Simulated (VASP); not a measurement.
**CdTe: single point with r2SCAN**

The system is CdTe.

```xyz
2
Lattice="0.0000 3.2800 3.2800 3.2800 0.0000 3.2800 3.2800 3.2800 0.0000" Properties=species:S:1:pos:R:3 pbc="T T T"
Cd    0.0000    0.0000    0.0000
Te    1.6400    1.6400    1.6400
```

- Program: VASP 6.6.1
- Task: single point
- Functional: r2SCAN
- Potentials or basis: VASP PAW PBE potentials, release 64 (Cd, Te)
- Cutoff: 520 eV
- k mesh: 4 × 4 × 4
- Occupations: gaussian, width 0.01 eV
- Spin: no spin polarisation

| Quantity | Value |
| --- | --- |
| Pressure | 0.3 GPa |
| Band gap on the k mesh | 1.14 eV, direct |

Levels at points of the mesh, in eV from the valence-band top:
| k point | band 7 | band 8 | band 9 | band 10 | band 11 | band 12 |
| --- | --- | --- | --- | --- | --- | --- |
| (0.00, 0.00, 0.00) | 0.00 | 0.00 | 0.00 | 1.14 | 5.04 | 5.04 |
| (0.50, 0.00, 0.00) | -4.30 | -0.74 | -0.74 | 2.18 | 5.59 | 5.59 |
| (0.50, 0.50, 0.00) | -4.18 | -1.79 | -1.79 | 2.94 | 2.98 | 9.25 |

Wall time 39 s on 1 thread of Intel Xeon 6975P-C, with other jobs on the host, peak memory 0.22 GiB.

Caveat: the PAW data sets were made with another functional, which shifts forces and pressure a little; spin-orbit coupling is left out, which moves the levels of the heavy elements. r2SCAN opens gaps a little over a GGA but as a rule still falls short of measured ones.
